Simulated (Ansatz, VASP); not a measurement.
**Two plane-wave programs on FePt**

```xyz
2
Lattice="2.7235 0.0000 0.0000 0.0000 2.7235 0.0000 0.0000 0.0000 3.7200" Properties=species:S:1:pos:R:3 pbc="T T T"
Pt    1.3618    1.3618    1.8600
Fe    0.0000    0.0000    0.0000
```

Alike in both runs: functional LDA; k mesh 6 × 6 × 4; occupations fermi-dirac, width 0.05 eV; collinear spin.

|  | VASP | Ansatz |
| --- | --- | --- |
| version | VASP 6.6.1 | Ansatz 0.2.0 |
| potentials or method | VASP PAW LDA potentials, release 64 (Pt, Fe) | Ansatz PAW |
| plane-wave cutoff (eV) | 520 | 420 |
| valence electrons in the cell | 18 | 34 |
| task | single point | projected density of states |

Ansatz gave:

- gap on the k mesh at the Fermi level (eV): none
- pressure (GPa): -12.9
- traceless stress, the component that is largest in VASP (GPa): 3.17
- net moment per atom (μB): 1.63
- size of the moment on the site where the two differ most (μB): 2.87

Task: What did VASP give for the same quantities?

Result: gap on the k mesh at the Fermi level (eV): none; pressure (GPa): -13.0; traceless stress, the component that is largest in VASP (GPa): 3.23; net moment per atom (μB): 1.61; size of the moment on the site where the two differ most (μB): 2.80.

LDA's correlation is that of Perdew and Zunger in VASP and of Perdew and Wang (1992) in Ansatz. Site moments also hang on the region over which each program counts them. A gap of «none» marks a metal or a gap that the smearing closes. VASP's potentials hold 18 valence electrons a cell and Ansatz's 34, so a difference there can come from the potentials and not from the codes.

The k mesh is coarse, so the values compare programs but aren't converged. Spin-orbit coupling is off throughout.
